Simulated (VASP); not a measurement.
# Ga2O3 (C2/m) in VASP: single point with PBE

Aim: the single point of Ga2O3 with PBE.

Program: VASP 6.6.1. These are calculated values, not measurements. Logs are shortened: lines on timing, memory, paths and dates and some standing lists are left out, and cuts for length are marked.

### Step 1. The cell of the first run

It takes space group C2/m (No. 12, monoclinic). Conventional cell: a = 12.444 Å, b = 3.084 Å, c = 5.881 Å, α = 90.00°, β = 103.72°, γ = 90.00°. Ga (site symmetry m) has 4 O at 1.86 to 1.89 Å within 2.5 Å. Ga (site symmetry m) has 6 O at 1.97 to 2.11 Å within 2.6 Å. O (site symmetry m) has 3 Ga at 1.86 to 1.97 Å within 2.5 Å. O (site symmetry m) has 4 Ga at 1.89 to 2.11 Å within 2.5 Å. Within 2.5 Å of O (site symmetry m) lie 3 Ga at 1.86 to 1.97 Å.

### Step 2. Single point, PBE

Contents of INCAR:

```
SYSTEM = Ga2O3
PREC = Accurate
ENCUT = 520
EDIFF = 1E-7
ISMEAR = 0
SIGMA = 0.1
LREAL = .False.
LASPH = .True.
NELM = 60
ALGO = Normal
ISIF = 2
LWAVE = .False.
LCHARG = .False.
GGA = PE
NBANDS = 55
```

Contents of KPOINTS:

```
regular mesh
0
Gamma
  6 6 4
  0 0 0
```

Contents of POSCAR:

```
Ga2O3
1.0
    6.2219394095     -1.5420794830      0.0092874635
    6.2219394095      1.5420794830      0.0092874635
   -1.4035124336      0.0000000000      5.7109539659
Ga O
4 6
Direct
    0.0900225244      0.0900225244      0.7947427475
    0.9099774756      0.9099774756      0.2052572525
    0.6584542095      0.6584542095      0.3140204252
    0.3415457905      0.3415457905      0.6859795748
    0.1634652525      0.1634652525      0.1092079438
    0.8365347475      0.8365347475      0.8907920562
    0.1737166935      0.1737166935      0.5644611564
    0.8262833065      0.8262833065      0.4355388436
    0.4959835975      0.4959835975      0.2565644690
    0.5040164025      0.5040164025      0.7434355310
```

Potentials or basis: VASP PAW PBE potentials, release 64 (Ga_d, O).

Launch:

```bash
$ cat potpaw_PBE.64/Ga_d/POTCAR potpaw_PBE.64/O/POTCAR > POTCAR
$ mpirun -np 1 vasp_std > vasp.out
```

OUTCAR:

```text
SYSTEM = Ga2O3
   PREC = Accurate
   ENCUT = 520
   EDIFF = 1E-7
   ISMEAR = 0
   LREAL = .False.
   LASPH = .True.
   NELM = 60
   ISIF = 2
   GGA = PE

 ion  position               nearest neighbor table
   1  0.090  0.090  0.795-   5 1.86  10 1.86  10 1.86   7 1.89
   2  0.910  0.910  0.205-   6 1.86   9 1.86   9 1.86   8 1.89
   3  0.658  0.658  0.314-   5 1.97   5 1.97   9 1.97   8 2.04   7 2.11   7 2.11
   4  0.342  0.342  0.686-   6 1.97   6 1.97  10 1.97   7 2.04   8 2.11   8 2.11
   5  0.163  0.163  0.109-   1 1.86   3 1.97   3 1.97
   6  0.837  0.837  0.891-   2 1.86   4 1.97   4 1.97
   7  0.174  0.174  0.564-   1 1.89   4 2.04   3 2.11   3 2.11
   8  0.826  0.826  0.436-   2 1.89   3 2.04   4 2.11   4 2.11
   9  0.496  0.496  0.257-   2 1.86   2 1.86   3 1.97
  10  0.504  0.504  0.743-   1 1.86   1 1.86   4 1.97

  LATTYP: Found a base centered monoclinic cell.
 ALAT       =    12.4438926824
 B/A-ratio  =     0.2478451916
 C/A-ratio  =     0.4725923020
 COS(beta)  =    -0.2372067260

  Lattice vectors:

 A1 = (   6.2219394095,  -1.5420794830,   0.0092874635)
 A2 = (   6.2219394095,   1.5420794830,   0.0092874635)
 A3 = (  -1.4035124336,   0.0000000000,   5.7109539659)

Analysis of symmetry for initial positions (statically):
=====================================================================
 Subroutine PRICEL returns:
 Original cell was already a primitive cell.

 Routine SETGRP: Setting up the symmetry group for a
 base centered monoclinic supercell.

 Subroutine GETGRP returns: Found  4 space group operations
 (whereof  4 operations were pure point group operations)
 out of a pool of  4 trial point group operations.

The static configuration has the point symmetry C_2h.

Analysis of symmetry for dynamics (positions and initial velocities):
=====================================================================
 Subroutine PRICEL returns:
 Original cell was already a primitive cell.

 Routine SETGRP: Setting up the symmetry group for a
 base centered monoclinic supercell.

 Subroutine GETGRP returns: Found  4 space group operations
 (whereof  4 operations were pure point group operations)
 out of a pool of  4 trial point group operations.

The dynamic configuration has the point symmetry C_2h.

 Subroutine INISYM returns: Found  4 space group operations
 (whereof  4 operations are pure point group operations),
 and found     1 'primitive' translations

----------------------------------------------------------------------------------------

                                     Primitive cell

  volume of cell :     109.6303

  direct lattice vectors                    reciprocal lattice vectors
     6.221939410 -1.542079483  0.009287464     0.080331327 -0.324237502  0.019742063
     6.221939410  1.542079483  0.009287464     0.080331327  0.324237502  0.019742063
    -1.403512434  0.000000000  5.710953966    -0.000261278  0.000000000  0.175037883

  length of vectors
     6.410196986  6.410196986  5.880887888     0.334623414  0.334623414  0.175038078

  position of ions in fractional coordinates (direct lattice)
     0.090022524  0.090022524  0.794742748
     0.909977476  0.909977476  0.205257252
     0.658454210  0.658454210  0.314020425
     0.341545790  0.341545790  0.685979575
     0.163465253  0.163465253  0.109207944
     0.836534747  0.836534747  0.890792056
     0.173716693  0.173716693  0.564461156
     0.826283307  0.826283307  0.435538844
     0.495983598  0.495983598  0.256564469
     0.504016402  0.504016402  0.743435531

  ion indices of the primitive-cell ions
   primitive index   ion index
                 1           1
                 2           2
                 3           3
                 4           4
                 5           5
                 6           6
                 7           7
                 8           8
                 9           9
                10          10

----------------------------------------------------------------------------------------

 KPOINTS: regular mesh

Automatic generation of k-mesh.
 Grid dimensions read from file:
 generate k-points for:    6    6    4

 Generating k-lattice:

  Cartesian coordinates                     Fractional coordinates (reciprocal lattice)
     0.013388554 -0.054039584  0.003290344     0.166666667 -0.000000000  0.000000000
     0.013388554  0.054039584  0.003290344    -0.000000000  0.166666667  0.000000000
    -0.000065320  0.000000000  0.043759471     0.000000000  0.000000000  0.250000000

  Length of vectors
     0.055770569  0.055770569  0.043759520

  Shift w.r.t. Gamma in fractional coordinates (k-lattice)
     0.000000000  0.000000000  0.000000000

 Subroutine IBZKPT returns following result:
 ===========================================

 Found     47 irreducible k-points:

 Following reciprocal coordinates:
            Coordinates               Weight
  0.000000  0.000000  0.000000      1.000000
  0.166667 -0.000000  0.000000      4.000000
  0.333333 -0.000000 -0.000000      4.000000
  0.500000 -0.000000 -0.000000      2.000000
  0.166667  0.166667  0.000000      2.000000
  0.333333  0.166667 -0.000000      4.000000
[... 16 lines left out ...]
 -0.333333  0.166667  0.250000      4.000000
 -0.166667  0.166667  0.250000      4.000000
 [... further k-points ...]
   k-points           NKPTS =     47   k-points in BZ     NKDIM =     47   number of bands    NBANDS=     55
   number of dos      NEDOS =    301   number of ions     NIONS =     10
   total plane-waves  NPLWV = 110592
   dimension x,y,z NGX =    48 NGY =   48 NGZ =   48
   dimension x,y,z NGXF=    96 NGYF=   96 NGZF=   96
   ions per type =               4   6
   NGX,Y,Z   is equivalent  to a cutoff of  12.45, 12.45, 13.57 a.u.
   NGXF,Y,Z  is equivalent  to a cutoff of  24.90, 24.90, 27.14 a.u.
 SYSTEM =  Ga2O3
   PREC   = accura    normal or accurate (medium, high low for compatibility)
   ISTART =      0    job   : 0-new  1-cont  2-samecut
   ICHARG =      2    charge: 1-file 2-atom 10-const
   ISPIN  =      1    spin polarized calculation?
   LNONCOLLINEAR =      F non collinear calculations
   LSORBIT =      F    spin-orbit coupling
   LASPH  =      T    aspherical Exc in radial PAW
   ENCUT  =  520.0 eV  38.22 Ry    6.18 a.u.  11.92 11.92 10.93*2*pi/ulx,y,z
   NELM   =     60;   NELMIN=  2; NELMDL= -5     # of ELM steps
   EDIFF  = 0.1E-06   stopping-criterion for ELM
   LREAL  =      F    real-space projection
   EDIFFG = 0.1E-05   stopping-criterion for IOM
   NSW    =      0    number of steps for IOM
   IBRION =     -1    ionic relax: 0-MD 1-quasi-New 2-CG
   NFREE  =      0    steps in history (QN), initial steepest desc. (CG)
   ISIF   =      2    stress and relaxation
   ISYM   =      2    0-nonsym 1-usesym 2-fastsym
   POTIM  = 0.5000    time-step for ionic-motion
   TEBEG  =    0.0;   TEEND  =   0.0 temperature during run
   PSTRESS=    0.0 pullay stress
   NELECT =      88.0000    total number of electrons
   NUPDOWN=      -1.0000    fix difference up-down
   EMIN   =  10.00;   EMAX   =-10.00  energy-range for DOS
   EFERMI =   0.00;   METHOD = LEGACY
   ISMEAR =     0;   SIGMA  =   0.10  broadening in eV -4-tet -1-fermi 0-gaus
   EFERMI_NEDOS =   21; number of points for ismear=-14 and -15
   IALGO  =     38    algorithm
   IMIX   =      4    mixing-type and parameters
     AMIX     =   0.40;   BMIX     =  1.00
     AMIX_MAG =   1.60;   BMIX_MAG =  1.00
  volume/ion in A,a.u.               =      10.96        73.98
  Fermi-wavevector in a.u.,A,eV,Ry     =   1.521454  2.875132 31.495079  2.314823
  Thomas-Fermi vector in A             =   2.630167
   LORBIT       =      0    0 simple, 1 ext, 2 COOP (PROOUT), +10 PAW based schemes
   GGA     = PE    functional components
   LHFCALC =     F    Hartree Fock is set to
   AEXX    =    0.0000 exact exchange contribution
   IVDW    =     0    specifies the selected vdW correction
   LEPSILON=     F    determine dielectric tensor
   LRPA    =     F    only Hartree local field effects (RPA)
 non-spin polarized calculation
 Gauss-broadening in eV      SIGMA  =   0.10
  energy-cutoff  :      520.00
  volume of cell :      109.63
 maximum number of plane-waves:      2970
   NGX = 23   NGY = 23   NGZ = 21

 number of electron      87.9999988 magnetization

 Free energy of the ion-electron system (eV)
  ---------------------------------------------------
  ext. energy  EPLUGINS =         0.00000000
  ---------------------------------------------------
  free energy    TOTEN  =       -59.67714582 eV

  energy without entropy =      -59.67714582  energy(sigma->0) =      -59.67714582

 E-fermi :   3.9418     XC(G=0): -11.3743

 val. band max:        3.4291427907   @ k =   0.5000   0.5000   0.5000
 cond. band min:       5.4361102334   @ k =   0.0000   0.0000   0.0000
 fundamental gap:      2.0069674427
 Fermi energy:         3.9418091485

 k-point     1 :       0.0000    0.0000    0.0000
  band No.  band energies     occupation
      1     -15.1854      2.00000
      2     -14.1313      2.00000
      3     -14.0972      2.00000
      4     -13.9906      2.00000
      5     -13.5524      2.00000
      6     -13.5455      2.00000
[... 47 lines left out ...]
     54      15.4316      0.00000
     55      15.6608      0.00000

 k-point     2 :       0.1667   -0.0000    0.0000
  band No.  band energies     occupation
      1     -14.9902      2.00000
      2     -14.0920      2.00000
      3     -14.0563      2.00000
      4     -13.8742      2.00000
      5     -13.5601      2.00000
      6     -13.5478      2.00000
[... 47 lines left out ...]
     54      14.3304      0.00000
     55      14.4162      0.00000
[... 1216 lines left out ...]
     54      14.7582      0.00000
     55      15.3195      0.00000

 k-point    24 :      -0.1667    0.1667    0.2500
  band No.  band energies     occupation
      1     -14.4796      2.00000
      2     -14.0135      2.00000
      3     -13.9191      2.00000
      4     -13.7645      2.00000
      5     -13.6111      2.00000
      6     -13.5451      2.00000
[... 47 lines left out ...]
     54      14.1551      0.00000
     55      14.8703      0.00000

 [... further k-points ...]
[... 5 lines left out ...]
  --------------------------------------------------------------------------------------
  -------------------------------------------------------------------------------------
  Total        0.4848763      0.5040407      0.3667143      0.0000000      0.0000000      0.0258701
  in kB        7.0861620      7.3662375      5.3592992      0.0000000      0.0000000      0.3780750
  external PRESSURE =       6.6038996 kB  Pullay stress =       0.0000000 kB

 VOLUME and BASIS-vectors are now :
 -----------------------------------------------------------------------------
  energy-cutoff  :      520.00
  volume of cell :      109.63
      direct lattice vectors                 reciprocal lattice vectors
     6.221939410 -1.542079483  0.009287464     0.080331327 -0.324237502  0.019742063
     6.221939410  1.542079483  0.009287464     0.080331327  0.324237502  0.019742063
    -1.403512434  0.000000000  5.710953966    -0.000261278  0.000000000  0.175037883

 POSITION                                       TOTAL-FORCE (eV/Angst)
 -----------------------------------------------------------------------------------
      0.00480      0.00000      4.54041        -0.005440      0.000000      0.009515
     11.03557      0.00000      1.18912         0.005440      0.000000     -0.009515
      7.75299      0.00000      1.80559        -0.003500      0.000000      0.004093
      3.28737      0.00000      3.92394         0.003500      0.000000     -0.004093
      1.88087      0.00000      0.62672         0.024266      0.000000     -0.010882
      9.15950      0.00000      5.10281        -0.024266      0.000000      0.010882
      1.36948      0.00000      3.22684        -0.005209      0.000000     -0.015718
      9.67089      0.00000      2.50269         0.005209      0.000000      0.015718
      5.81187      0.00000      1.47444        -0.003541      0.000000      0.010079
      5.22850      0.00000      4.25509         0.003541      0.000000     -0.010079
 -----------------------------------------------------------------------------------
    total drift:                                0.000000     -0.000000      0.000000

  FREE ENERGIE OF THE ION-ELECTRON SYSTEM (eV)
  ---------------------------------------------------
  free  energy   TOTEN  =       -59.6771458197 eV

  energy  without entropy=      -59.6771458197  energy(sigma->0) =      -59.67714582
```

It used 1600 s of CPU time on 1 thread of AMD EPYC 7R13 Processor (Zen 3), with other jobs on the host.

What came out:

* Free energy: -59.6771 eV
* Pressure: 0.7 GPa
* Largest force: 0.027 eV/Å
* Band gap on the k mesh: 2.01 eV, indirect (least direct gap 2.02 eV)

Forces in eV/Å, atoms in the order of the input:
```
Ga  -0.005  0.000  0.010
Ga   0.005  0.000 -0.010
Ga  -0.004  0.000  0.004
Ga   0.004  0.000 -0.004
O    0.024  0.000 -0.011
O   -0.024  0.000  0.011
O   -0.005  0.000 -0.016
O    0.005  0.000  0.016
O   -0.004  0.000  0.010
O    0.004  0.000 -0.010
```

Stress tensor (GPa, compression positive):
```
0.71 0.00 0.04
0.00 0.74 0.00
0.04 0.00 0.54
```

A k mesh can miss the band edges. As with any semilocal functional, this PBE gap is likely too small.
